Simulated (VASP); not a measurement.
Write the native input for VASP 6.6.1 that does the following.

| Property | Result |
| --- | --- |
| Task | single point |
| Functional | PBE |
| Potentials or basis | VASP PAW PBE potentials, release 64 (Al) |
| Cutoff | 520 eV |
| k mesh | 16 × 16 × 6 |
| Occupations | fermi-dirac, width 0.08 eV |
| Spin | no spin polarisation |
| Dipole correction | no |
| Further INCAR settings | ALGO = Normal; EDIFF = 1e-06; NBANDS = 12 |

The structure of Al lies in POSCAR:

```
Al
1.0
    0.0000000000      2.0205472810     -2.0205472810
   -2.0205472810      0.0000000000      2.0205472810
    4.0410945620      4.0410945620      4.0410945620
Al
3
Direct
    0.0000000000      0.0000000000      0.0000000000
    0.3333333330      0.6666666670      0.3333333330
    0.6666666670      0.3333333330      0.6666666670
```

One way to write it, as run:

INCAR

```
SYSTEM = Al
PREC     = Accurate       ! precision mode
ENCUT    = 520            ! plane-wave cutoff, eV
EDIFF    = 1E-6           ! SCF threshold, eV
ISMEAR   = -1             ! smearing method
SIGMA    = 0.08           ! smearing width, eV
LREAL    = .False.        ! projectors in reciprocal space
LASPH    = .True.         ! aspherical terms in the spheres
NELM     = 60             ! most SCF steps
ALGO     = Normal         ! electronic algorithm
ISIF     = 2              ! what is computed and relaxed
LWAVE    = .False.        ! write WAVECAR
LCHARG   = .True.         ! write CHGCAR
GGA      = PE             ! functional
LELF     = .True.         ! ELF
LVHAR    = .True.       
NBANDS   = 12             ! bands
```

KPOINTS

```
regular mesh
0
Gamma
  16 16 6
  0 0 0
```

Potentials or basis: VASP PAW PBE potentials, release 64 (Al).

The run is started by

```bash
$ cat potpaw_PBE.64/Al/POTCAR > POTCAR
$ mpirun -np 1 vasp_std > vasp.out
```

Results of the run:

* Pressure: -0.1 GPa

Run time: 47 s on 1 thread of Intel(R) Xeon(R) Platinum 8488C (Sapphire Rapids), on a shared host, peak memory 0.21 GiB.
